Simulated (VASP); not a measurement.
Here is a VASP 6.6.1 calculation.

The input INCAR:

```
ALGO = Fast
EDIFF = 1E-7
ENCUT = 520
GGA = PE
ISIF = 2
ISMEAR = 0
IVDW = 12
LASPH = T
LCHARG = F
LREAL = F
LWAVE = F
NBANDS = 49
NELM = 100
PREC = Accurate
SIGMA = 0.15
```

Contents of KPOINTS:

```
k-points
0
Gamma
  14 14 3
```

POSCAR

```
MoS2
1.0
   -3.1342106946      0.0000000000      0.0000000000
   -1.5671053473     -2.7143060823      0.0000000000
   -1.7629935157     -1.0178647809     17.8635570258
Mo S
3 6
Direct
    0.6041604167      0.6041604167      0.1666833333
    0.6874937500     -0.3125062500      0.8333500000
    0.1458270833      0.1458270833      0.5000166667
    0.3205195585      0.3205195585      0.9230589552
   -0.2211471082      0.7788528918      0.5897256219
    0.2371862251      0.2371862251      0.2563922885
    0.5128012749      0.5128012749      0.4103077115
    0.9711346082     -0.0288653918      0.0769743781
    0.0544679415      0.0544679415      0.7436410448
```

Potentials or basis: VASP PAW PBE potentials, release 64 (Mo_sv, S).

The run is started by

```console
$ cat potpaw_PBE.64/Mo_sv/POTCAR potpaw_PBE.64/S/POTCAR > POTCAR
$ mpirun -np 1 vasp_std > vasp.out
```

Problem. Estimate the largest force.

Solution. 0.158 eV/Å.

Problem. Predict the pressure.

Solution. 0.1 GPa.

Problem. What does it give for the band gap on the k mesh?

Solution. Zero (bands 39 and 40 overlap by 0.56 eV).

Forces in eV/Å, atoms in the order of the input:
```
Mo   0.019  0.011 -0.129
Mo  -0.019 -0.011  0.129
Mo   0.000  0.000  0.000
S   -0.033 -0.019 -0.153
S    0.000  0.000 -0.015
S   -0.003 -0.002  0.004
S    0.000  0.000  0.015
S    0.033  0.019  0.153
S    0.003  0.002 -0.004
```
